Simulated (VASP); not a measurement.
# K: single point with r2SCAN

K:

```
CELL_PARAMETERS angstrom
4.31044 0.00000 0.00000
0.00000 4.31044 0.00000
0.00000 0.00000 4.42898
ATOMIC_POSITIONS crystal
K 0.00000 0.00000 0.00000
```

This cell differs from its parent crystal: normal strain along x +0.0000, normal strain along z +0.0275.

```
Program                : VASP 6.6.1
Task                   : single point
Functional             : r2SCAN
Potentials or basis    : VASP PAW PBE potentials, release 64 (K_sv)
Cutoff                 : 520 eV
k mesh                 : 10 × 10 × 10
Occupations            : gaussian, width 0.15 eV
Spin                   : no spin polarisation
Dipole correction      : no
Further INCAR settings : ALGO = Normal; EDIFF = 1e-07; NBANDS = 10
```

| Quantity | Value |
| --- | --- |
| Pressure | -0.1 GPa |

Stress tensor (GPa, compression positive):
```
-0.03  0.00  0.00
 0.00 -0.03  0.00
 0.00  0.00 -0.28
```

Levels at points of the mesh, in eV from the Fermi level:
```
           k point  band 1  band 2  band 3  band 4  band 5  band 6  band 7  band 8
(0.00, 0.00, 0.00)  -33.96  -16.63  -16.63  -16.63   -2.18    3.13    3.22    6.41
(0.50, 0.00, 0.00)  -33.96  -16.71  -16.62  -16.62    0.07    0.13    3.86    4.86
(0.50, 0.50, 0.00)  -33.96  -16.70  -16.70  -16.62    1.16    2.30    2.30    2.51
(0.00, 0.00, 0.50)  -33.96  -16.69  -16.63  -16.63   -0.03   -0.02    3.81    5.12
(0.50, 0.00, 0.50)  -33.96  -16.70  -16.68  -16.62    1.14    2.15    2.20    2.38
(0.50, 0.50, 0.50)  -33.95  -16.69  -16.69  -16.67    2.36    2.48    2.48    4.42
```

It took 6.9 min on 1 thread of Intel(R) Xeon(R) Platinum 8259CL CPU @ 2.50GHz (Skylake/Cascade Lake) (shared host), peak memory 0.25 GiB.

Caveat: the cell differs from its parent crystal (normal strain along x +0.0000, normal strain along z +0.0275); the PAW data sets were made with another functional, which shifts forces and pressure a little.
